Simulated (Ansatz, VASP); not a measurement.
# Two plane-wave programs on H3C2N

```xyz
36
Lattice="8.0517 0.0000 0.0000 0.0000 8.0517 0.0000 0.0000 0.0000 8.0517" Properties=species:S:1:pos:R:3 pbc="T T T"
C     6.5835    6.0187    2.2790
C     5.4382    5.1310    2.3071
C     1.7042    0.8144    7.3086
C     2.0439    0.0683    8.4994
C     5.1115    3.0979    7.2884
C     6.4263    3.0816    7.8954
C     0.3858    1.3457    3.4161
C     1.4063    2.0869    4.1209
C     4.7039    1.1098    3.1703
C     4.7246    0.5533    4.5059
C     1.9781    5.1838    6.7105
C     0.9196    5.7933    5.9323
N     4.5295    4.4069    2.3129
N     2.3203   -0.5272    9.4596
N     7.4719    3.0630    8.4035
N     2.2386    2.6531    4.6997
N     4.7281    0.1135    5.5824
N     0.0793    6.2981    5.3074
H     6.9010    6.2741    3.3006
H     7.4186    5.5203    1.7686
H     6.3309    6.9338    1.7267
H     1.3694    1.8227    7.5818
H     2.5738    0.8697    6.6419
H     0.8872    0.3112    6.7749
H     4.3747    3.3846    8.0514
H     5.0838    3.8264    6.4674
H     4.8748    2.1035    6.8849
H    -0.0039    1.9441    2.5797
H     0.8254    0.4203    3.0199
H    -0.4227    1.0826    4.1104
H     4.3805    2.1597    3.2021
H     5.7035    1.0683    2.7217
H     4.0012    0.5365    2.5489
H     1.6300    4.9931    7.7336
H     2.2611    4.2388    6.2247
H     2.8504    5.8502    6.7456
```

Alike in both runs: functional PBE; dispersion D3(BJ); k mesh 1 × 1 × 1; occupations fermi-dirac, width 0.05 eV; no spin polarisation.

Ansatz relaxed the structure, and its values are those at the end. VASP's run is a single point on that final structure, the one shown.

|  | VASP | Ansatz |
| --- | --- | --- |
| version | VASP 6.6.1 | Ansatz 0.2.0 |
| potentials or method | VASP PAW PBE potentials, release 64 (C, N, H), cutoff 520 eV | scalar-relativistic, plane waves, PAW |
| valence electrons in the cell | 96 | 96 |

```csv
,VASP,Ansatz,Ansatz less VASP
rms of the force components (eV/Å),0.135,0.011,-0.1240
```

One of these differences is far larger than is usual between the two programs; its cause wasn't traced.

Noted on VASP's run: the standard files for N, O and F lose accuracy on very short bonds.
